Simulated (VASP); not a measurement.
# Mg5Te3 (P-3m1) in VASP: further runs, part 2 of 3

VASP 6.6.1. The steps go on from the part before.

### 3 Relaxation of cell and atoms, PBE

This run uses another cell than the first one, of 23.30 Å³/atom.

INCAR reads:

```
SYSTEM = Mg5Te3
PREC = Accurate
ENCUT = 600
EDIFF = 1E-7
ISMEAR = 0
SIGMA = 0.2
LREAL = .FALSE.
LASPH = .TRUE.
NELM = 100
ALGO = Normal
ISIF = 3
LWAVE = .FALSE.
LCHARG = .FALSE.
GGA = PE
IBRION = 2
NSW = 36
EDIFFG = -0.08
```

KPOINTS reads:

```
Automatic mesh
0
G
  5 5 2
  0 0 0
```

POSCAR reads:

```
Mg5Te3
1.0
    4.2000000000      0.0000000000      0.0000000000
   -2.1000000000      3.6373067000      0.0000000000
    0.0000000000      0.0000000000     12.2000000000
Mg Te
5 3
Direct
    0.6666666700      0.3333333300      0.6150000000
    0.0000000000      0.0000000000      0.5000000000
    0.3333333300      0.6666666700      0.3850000000
    0.3333333300      0.6666666700      0.1350000000
    0.6666666700      0.3333333300      0.8650000000
    0.3333333300      0.6666666700      0.7350000000
    0.6666666700      0.3333333300      0.2650000000
    0.0000000000      0.0000000000      0.0000000000
```

Potentials or basis: VASP PAW PBE potentials, release 64 (Mg, Te).

Launch:

```
$ cat potpaw_PBE.64/Mg/POTCAR potpaw_PBE.64/Te/POTCAR > POTCAR
$ mpirun -np 1 vasp_std > vasp.out
```

OUTCAR:

```text
SYSTEM = Mg5Te3
   PREC = Accurate
   ENCUT = 600
   EDIFF = 1E-7
   ISMEAR = 0
   LREAL = .FALSE.
   LASPH = .TRUE.
   NELM = 100
   ISIF = 3
   GGA = PE
   IBRION = 2
   NSW = 36
   EDIFFG = -0.08

 ion  position               nearest neighbor table
   1  0.667  0.333  0.615-   2 2.80   2 2.80   2 2.80   6 2.83   6 2.83   6 2.83   5 3.05
   2  0.000  0.000  0.500-   1 2.80   3 2.80   1 2.80   3 2.80   1 2.80   3 2.80
   3  0.333  0.667  0.385-   2 2.80   2 2.80   2 2.80   7 2.83   7 2.83   7 2.83   4 3.05
   4  0.333  0.667  0.135-   7 2.90   7 2.90   7 2.90   8 2.93   8 2.93   8 2.93   3 3.05
   5  0.667  0.333  0.865-   6 2.90   6 2.90   6 2.90   8 2.93   8 2.93   8 2.93   1 3.05
   6  0.333  0.667  0.735-   1 2.83   1 2.83   1 2.83   5 2.90   5 2.90   5 2.90
   7  0.667  0.333  0.265-   3 2.83   3 2.83   3 2.83   4 2.90   4 2.90   4 2.90
   8  0.000  0.000  0.000-   4 2.93   5 2.93   5 2.93   4 2.93   5 2.93   4 2.93

  LATTYP: Found a hexagonal cell.
 ALAT       =     4.2000000000
 C/A-ratio  =     2.9047619048

  Lattice vectors:

 A1 = (   4.2000000000,   0.0000000000,   0.0000000000)
 A2 = (  -2.1000000000,   3.6373067000,   0.0000000000)
 A3 = (   0.0000000000,   0.0000000000,  12.2000000000)

Analysis of symmetry for initial positions (statically):
=====================================================================
 Subroutine PRICEL returns:
 Original cell was already a primitive cell.

 Routine SETGRP: Setting up the symmetry group for a
 hexagonal supercell.

 Subroutine GETGRP returns: Found 12 space group operations
 (whereof 12 operations were pure point group operations)
 out of a pool of 24 trial point group operations.

The static configuration has the point symmetry D_3d.

Analysis of symmetry for dynamics (positions and initial velocities):
=====================================================================
 Subroutine PRICEL returns:
 Original cell was already a primitive cell.

 Routine SETGRP: Setting up the symmetry group for a
 hexagonal supercell.

 Subroutine GETGRP returns: Found 12 space group operations
 (whereof 12 operations were pure point group operations)
 out of a pool of 24 trial point group operations.

The dynamic configuration has the point symmetry D_3d.

 Subroutine INISYM returns: Found 12 space group operations
 (whereof 12 operations are pure point group operations),
 and found     1 'primitive' translations
[... 114 lines left out ...]
  Fermi-wavevector in a.u.,A,eV,Ry     =   0.870291  1.644612 10.305140  0.757406
  Thomas-Fermi vector in A             =   1.989235
   LORBIT       =      0    0 simple, 1 ext, 2 COOP (PROOUT), +10 PAW based schemes
   GGA     = PE    functional components
   LHFCALC =     F    Hartree Fock is set to
   AEXX    =    0.0000 exact exchange contribution
   IVDW    =     0    specifies the selected vdW correction
   LEPSILON=     F    determine dielectric tensor
   LRPA    =     F    only Hartree local field effects (RPA)
 conjugate gradient relaxation of ions
 non-spin polarized calculation
 Gauss-broadening in eV      SIGMA  =   0.20
  energy-cutoff  :      600.00
  volume of cell :      186.38
 maximum number of plane-waves:      6259
 NGX is ok and might be reduce to    36
   NGX = 17   NGY = 17   NGZ = 49

--------------------------------------- Ionic step        1  -------------------------------------------

 number of electron      27.9999999 magnetization

 Free energy of the ion-electron system (eV)
  ---------------------------------------------------
  ext. energy  EPLUGINS =         0.00000000
  ---------------------------------------------------
  free energy    TOTEN  =       -19.65615746 eV

  energy without entropy =      -19.60660611  energy(sigma->0) =      -19.63138179

 E-fermi :   5.7864     XC(G=0):  -9.2763

 val. band max:        5.6891338431   @ k =   0.4000  -0.0000   0.5000
 cond. band min:       5.8194367906   @ k =   0.2000   0.2000   0.0000
 fundamental gap:      0.1303029476
 Fermi energy:         5.7864448814

 k-point     1 :       0.0000    0.0000    0.0000
  band No.  band energies     occupation
      1      -7.0932      2.00000
      2      -6.8352      2.00000
      3      -5.9611      2.00000
      4      -0.4853      2.00000
      5       0.0218      2.00000
      6       3.2497      2.00000
[... 328 lines left out ...]
  FREE ENERGIE OF THE ION-ELECTRON SYSTEM (eV)
  ---------------------------------------------------
  free  energy   TOTEN  =       -20.3970842560 eV

  energy  without entropy=      -20.3406664268  energy(sigma->0) =      -20.36887534

[... ionic steps 4 to 19 ...]

--------------------------------------- Ionic step       20  -------------------------------------------

 number of electron      27.9999997 magnetization

------------------------ aborting loop because EDIFF is reached ----------------------------------------
[... 79 lines left out ...]
--------------------------------------- Ionic step       22  -------------------------------------------

 number of electron      28.0000001 magnetization

 Free energy of the ion-electron system (eV)
  ---------------------------------------------------
  ext. energy  EPLUGINS =         0.00000000
  ---------------------------------------------------
  free energy    TOTEN  =       -20.73160859 eV

  energy without entropy =      -20.68897761  energy(sigma->0) =      -20.71029310

 E-fermi :   4.0761     XC(G=0):  -8.5653

 val. band max:        3.9461345732   @ k =   0.2000   0.2000   0.0000
 cond. band min:       4.1889004672   @ k =   0.4000  -0.0000   0.5000
 fundamental gap:      0.2427658940
 Fermi energy:         4.0761241570

 k-point     1 :       0.0000    0.0000    0.0000
  band No.  band energies     occupation
      1      -8.1334      2.00000
      2      -7.7889      2.00000
      3      -7.3892      2.00000
      4      -1.4470      2.00000
      5      -1.0976      2.00000
      6       0.9122      2.00000
[... 244 lines left out ...]
  FREE ENERGIE OF THE ION-ELECTRON SYSTEM (eV)
  ---------------------------------------------------
  free  energy   TOTEN  =       -20.7316085937 eV

  energy  without entropy=      -20.6889776088  energy(sigma->0) =      -20.71029310

 reached required accuracy - stopping structural energy minimisation
```

It took 10 min on 1 thread of Intel Xeon 6975P-C (Granite Rapids), shared host; peak memory 0.37 GiB.

Results:

```yaml
Free_energy: -20.7316 eV
Relaxed_volume: 28.01 Å³/atom
Relaxed_cell: a = 4.142 Å, b = 4.142 Å, c = 15.085 Å, α = 90.00°, β = 90.00°, γ = 120.00°
Space_group_after_relaxing_to_0.1_Å: P-3m1 (No. 164)
Energy_gained_by_relaxing: 134.4 meV/atom
Ionic_steps: 22
Pressure_after_relaxing: 0.0 GPa
Largest_force_after_relaxing: 0.020 eV/Å
Band_gap_on_the_k_mesh: 0.24 eV (least direct gap 0.80 eV)
```

Forces on the atoms (eV/Å):
```
Mg   0.000  0.000  0.017
Mg   0.000  0.000  0.000
Mg   0.000  0.000 -0.017
Mg   0.000  0.000  0.007
Mg   0.000  0.000 -0.007
Te   0.000  0.000  0.020
Te   0.000  0.000 -0.020
Te   0.000  0.000  0.000
```

The path:
```
step  energy change (eV)  largest force (eV/Å)  pressure (GPa)  volume (Å³)
   1              0.0000                0.8064            7.71       186.38
   2             -0.7409                0.3473           -0.38       218.22
   3             -0.7409                0.3496           -0.34       217.98
   4             -0.7798                0.2513           -0.19       217.15
   5             -0.8109                0.3554            0.11       215.56
   6             -0.8113                0.3708            0.15       215.35
   7             -0.8346                0.3286            0.08       216.04
   8             -0.8866                0.1953           -0.11       218.12
   9             -0.9112                0.2717           -0.29       222.28
  10             -0.9145                0.2416           -0.27       221.24
  11             -0.9358                0.1607            0.53       217.23
  12             -0.9359                0.1536            0.61       216.88
  13             -0.9523                0.0809            0.34       218.65
  14             -0.9722                0.2121           -0.16       222.53
  15             -0.9096                0.6849           -0.95       230.21
  16             -0.9728                0.2711           -0.25       223.35
  17             -0.9871                0.3011           -0.30       224.03
  18             -1.0095                0.4299           -0.46       225.91
  19             -1.0361                0.3654           -0.16       224.36
  20             -1.0423                0.3185            0.07       223.28
  21             -1.0630                0.1922            0.03       223.59
  22             -1.0755                0.0203            0.01       224.09
```

Final structure:
```cif
data_structure
_symmetry_space_group_name_H-M 'P 1'
_symmetry_Int_Tables_number 1
_cell_length_a 4.1417
_cell_length_b 4.1417
_cell_length_c 15.0846
_cell_angle_alpha 90.000
_cell_angle_beta 90.000
_cell_angle_gamma 120.000
_cell_volume 224.09
loop_
_atom_site_label
_atom_site_type_symbol
_atom_site_fract_x
_atom_site_fract_y
_atom_site_fract_z
_atom_site_occupancy
Mg1 Mg 0.66667 0.33333 0.65365 1
Mg2 Mg 0.00000 0.00000 0.50000 1
Mg3 Mg 0.33333 0.66667 0.34635 1
Mg4 Mg 0.33333 0.66667 0.11523 1
Mg5 Mg 0.66667 0.33333 0.88477 1
Te1 Te 0.33333 0.66667 0.76762 1
Te2 Te 0.66667 0.33333 0.23238 1
Te3 Te 0.00000 0.00000 0.00000 1
```

Caveat: the volume moved by over 15 % at a fixed basis, so the end points are rough; semilocal functionals underestimate gaps, and a narrow one can read as zero; spin-orbit coupling is left out, which moves the levels of the heavy elements.

### 4 Single point, PBE

This run uses another cell than the first one, of 28.07 Å³/atom.

INCAR reads:

```
PREC = Accurate ; ENCUT = 520
EDIFF = 1E-6 ; ISMEAR = 0
SIGMA = 0.1 ; LREAL = F
LASPH = T ; NELM = 80
ALGO = Fast ; ISIF = 2
LWAVE = F ; LCHARG = F
GGA = PE ; NBANDS = 24
```

KPOINTS reads:

```
regular mesh
0
Gamma
  12 12 2
```

POSCAR reads:

```
Mg5Te3
1.0
    4.1392510188      0.0000000000      0.0000000000
   -2.0696255094      3.5846965349      0.0000000000
    0.0000000000      0.0000000000     15.1316154829
Mg Te
5 3
Direct
    0.6666666667      0.3333333333      0.6545349585
    0.0000000000      0.0000000000      0.5000000000
    0.3333333333      0.6666666667      0.3454650415
    0.3333333333      0.6666666667      0.1150281593
    0.6666666667      0.3333333333      0.8849718407
    0.3333333333      0.6666666667      0.7684266021
    0.6666666667      0.3333333333      0.2315733979
    0.0000000000      0.0000000000      0.0000000000
```

Potentials or basis: VASP PAW PBE potentials, release 64 (Mg, Te).

Launch:

```
$ cat potpaw_PBE.64/Mg/POTCAR potpaw_PBE.64/Te/POTCAR > POTCAR
$ mpirun -np 1 vasp_std > vasp.out
```

OUTCAR:

```text
PREC = Accurate
   ENCUT = 520
   EDIFF = 1E-6
   ISMEAR = 0
   LREAL = F
   LASPH = T
   NELM = 80
   ISIF = 2
   GGA = PE

 ion  position               nearest neighbor table
   1  0.667  0.333  0.655-   6 2.95   6 2.95   6 2.95   2 3.34   2 3.34   2 3.34   5 3.49
   2  0.000  0.000  0.500-   1 3.34   3 3.34   3 3.34   1 3.34   1 3.34   3 3.34
   3  0.333  0.667  0.345-   7 2.95   7 2.95   7 2.95   2 3.34   2 3.34   2 3.34   4 3.49
   4  0.333  0.667  0.115-   8 2.96   8 2.96   8 2.96   7 2.97   7 2.97   7 2.97   3 3.49
   5  0.667  0.333  0.885-   8 2.96   8 2.96   8 2.96   6 2.97   6 2.97   6 2.97   1 3.49
   6  0.333  0.667  0.768-   1 2.95   1 2.95   1 2.95   5 2.97   5 2.97   5 2.97
   7  0.667  0.333  0.232-   3 2.95   3 2.95   3 2.95   4 2.97   4 2.97   4 2.97
   8  0.000  0.000  0.000-   4 2.96   5 2.96   4 2.96   5 2.96   5 2.96   4 2.96

  LATTYP: Found a hexagonal cell.
 ALAT       =     4.1392510188
 C/A-ratio  =     3.6556409394

  Lattice vectors:

 A1 = (   4.1392510188,   0.0000000000,   0.0000000000)
 A2 = (  -2.0696255094,   3.5846965349,   0.0000000000)
 A3 = (   0.0000000000,   0.0000000000,  15.1316154829)

Analysis of symmetry for initial positions (statically):
=====================================================================
 Subroutine PRICEL returns:
 Original cell was already a primitive cell.

 Routine SETGRP: Setting up the symmetry group for a
 hexagonal supercell.

 Subroutine GETGRP returns: Found 12 space group operations
 (whereof 12 operations were pure point group operations)
 out of a pool of 24 trial point group operations.

The static configuration has the point symmetry D_3d.

Analysis of symmetry for dynamics (positions and initial velocities):
=====================================================================
 Subroutine PRICEL returns:
 Original cell was already a primitive cell.

 Routine SETGRP: Setting up the symmetry group for a
 hexagonal supercell.

 Subroutine GETGRP returns: Found 12 space group operations
 (whereof 12 operations were pure point group operations)
[... 142 lines left out ...]
   IVDW    =     0    specifies the selected vdW correction
   LEPSILON=     F    determine dielectric tensor
   LRPA    =     F    only Hartree local field effects (RPA)
 non-spin polarized calculation
 RMM-DIIS sequential band-by-band and
 Gauss-broadening in eV      SIGMA  =   0.10
  energy-cutoff  :      520.00
  volume of cell :      224.52
 maximum number of plane-waves:      6099
 NGX is ok and might be reduce to    32
   NGX = 15   NGY = 15   NGZ = 57

 number of electron      27.9999999 magnetization

 Free energy of the ion-electron system (eV)
  ---------------------------------------------------
  ext. energy  EPLUGINS =         0.00000000
  ---------------------------------------------------
  free energy    TOTEN  =       -20.73701272 eV

  energy without entropy =      -20.72432919  energy(sigma->0) =      -20.73067095

 E-fermi :   3.9527     XC(G=0):  -8.5583

 val. band max:        3.9020997800   @ k =   0.1667   0.1667   0.0000
 cond. band min:       3.9533645068   @ k =   0.2500   0.2500   0.0000
 fundamental gap:      0.0512647268
 Fermi energy:         3.9527101579

 k-point     1 :       0.0000    0.0000    0.0000
  band No.  band energies     occupation
      1      -8.1607      2.00000
      2      -7.8153      2.00000
      3      -7.4149      2.00000
      4      -1.4689      2.00000
      5      -1.0969      2.00000
      6       0.8834      2.00000
[... 637 lines left out ...]
     23       8.5894      0.00000
     24       8.8129      0.00000

 [... further k-points ...]

------------------------ aborting loop because EDIFF is reached ----------------------------------------

  FORCE on cell =-STRESS in cart. coord.  units (eV):
  Direction    XX          YY          ZZ          XY          YZ          ZX
  --------------------------------------------------------------------------------------
  -------------------------------------------------------------------------------------
  Total       -0.0510007     -0.0510007     -0.1186862     -0.0000000      0.0000000      0.0000000
  in kB       -0.3639381     -0.3639381     -0.8469377     -0.0000000      0.0000000      0.0000000
  external PRESSURE =      -0.5249380 kB  Pullay stress =       0.0000000 kB

 VOLUME and BASIS-vectors are now :
 -----------------------------------------------------------------------------
  energy-cutoff  :      520.00
  volume of cell :      224.52
      direct lattice vectors                 reciprocal lattice vectors
     4.139251019  0.000000000  0.000000000     0.241589600  0.139481821  0.000000000
    -2.069625509  3.584696535  0.000000000     0.000000000  0.278963642  0.000000000
     0.000000000  0.000000000 15.131615483     0.000000000  0.000000000  0.066086797

 POSITION                                       TOTAL-FORCE (eV/Angst)
 -----------------------------------------------------------------------------------
      2.06963      1.19490      9.90417        -0.000000     -0.000000      0.000170
      0.00000      0.00000      7.56581         0.000000      0.000000     -0.000000
     -0.00000      2.38980      5.22744         0.000000      0.000000     -0.000170
     -0.00000      2.38980      1.74056         0.000000      0.000000      0.002731
      2.06963      1.19490     13.39105         0.000000      0.000000     -0.002731
     -0.00000      2.38980     11.62754        -0.000000      0.000000      0.000107
      2.06963      1.19490      3.50408         0.000000     -0.000000     -0.000107
      0.00000      0.00000      0.00000         0.000000      0.000000     -0.000000
 -----------------------------------------------------------------------------------
    total drift:                               -0.000000     -0.000000     -0.000000

  FREE ENERGIE OF THE ION-ELECTRON SYSTEM (eV)
  ---------------------------------------------------
  free  energy   TOTEN  =       -20.7370127176 eV

  energy  without entropy=      -20.7243291854  energy(sigma->0) =      -20.73067095
```

OSZICAR:

```text
N       E                     dE             d eps       ncg     rms          rms(c)
DAV:   1     0.826522632104E+02    0.82652E+02   -0.91111E+03  1824   0.886E+02
DAV:   2    -0.133968954783E+02   -0.96049E+02   -0.89047E+02  2368   0.122E+02
DAV:   3    -0.212202679498E+02   -0.78234E+01   -0.77670E+01  2368   0.345E+01
DAV:   4    -0.213712007348E+02   -0.15093E+00   -0.15091E+00  2360   0.578E+00
DAV:   5    -0.213734346240E+02   -0.22339E-02   -0.22339E-02  2464   0.745E-01    0.629E+00
RMM:   6    -0.208412659924E+02    0.53217E+00   -0.61879E-01  1969   0.236E+00    0.372E+00
RMM:   7    -0.207472631936E+02    0.94003E-01   -0.67138E-01  2186   0.252E+00    0.121E+00
RMM:   8    -0.207385573123E+02    0.87059E-02   -0.35525E-02  2046   0.865E-01    0.334E-01
RMM:   9    -0.207373286124E+02    0.12287E-02   -0.51592E-03  2354   0.343E-01    0.205E-01
RMM:  10    -0.207370453893E+02    0.28322E-03   -0.19347E-03  2199   0.179E-01    0.802E-02
RMM:  11    -0.207370110492E+02    0.34340E-04   -0.31900E-04  2376   0.881E-02    0.578E-02
RMM:  12    -0.207370164984E+02   -0.54492E-05   -0.82199E-05  2477   0.427E-02    0.192E-02
RMM:  13    -0.207370136104E+02    0.28880E-05   -0.13230E-05  2319   0.172E-02    0.597E-03
RMM:  14    -0.207370127176E+02    0.89280E-06   -0.48212E-06  2299   0.976E-03
   1 F= -.20737013E+02 E0= -.20730671E+02  d E =-.126835E-01
```

stdout:

```text
POSCAR found type information on POSCAR MgTe
 POSCAR found :  2 types and       8 ions
 scaLAPACK will be used
 LDA part: xc-table for (Slater+PW92), standard interpolation
 POSCAR, INCAR and KPOINTS ok, starting setup
 FFT: planning ... GRIDC
 FFT: planning ... GRID_SOFT
 FFT: planning ... GRID
 WAVECAR not read
 entering main loop
```

It took 1.9 min on 1 thread of Intel Xeon 6975P-C (Granite Rapids), shared host; peak memory 0.44 GiB.

Results:

```yaml
Free_energy: -20.7370 eV
Pressure: -0.1 GPa
Band_gap_on_the_k_mesh: zero (bands 14 and 15 overlap by 0.58 eV)
```

Forces on the atoms (eV/Å):
```
Mg   0.000  0.000  0.000
Mg   0.000  0.000  0.000
Mg   0.000  0.000  0.000
Mg   0.000  0.000  0.003
Mg   0.000  0.000 -0.003
Te   0.000  0.000  0.000
Te   0.000  0.000  0.000
Te   0.000  0.000  0.000
```

Caveat: semilocal functionals underestimate gaps, and a narrow one can read as zero; spin-orbit coupling is left out, which moves the levels of the heavy elements.

(Continued in part 3 of 3.)

The gap in the log of VASP goes by the Fermi energy; the results here count the filled bands.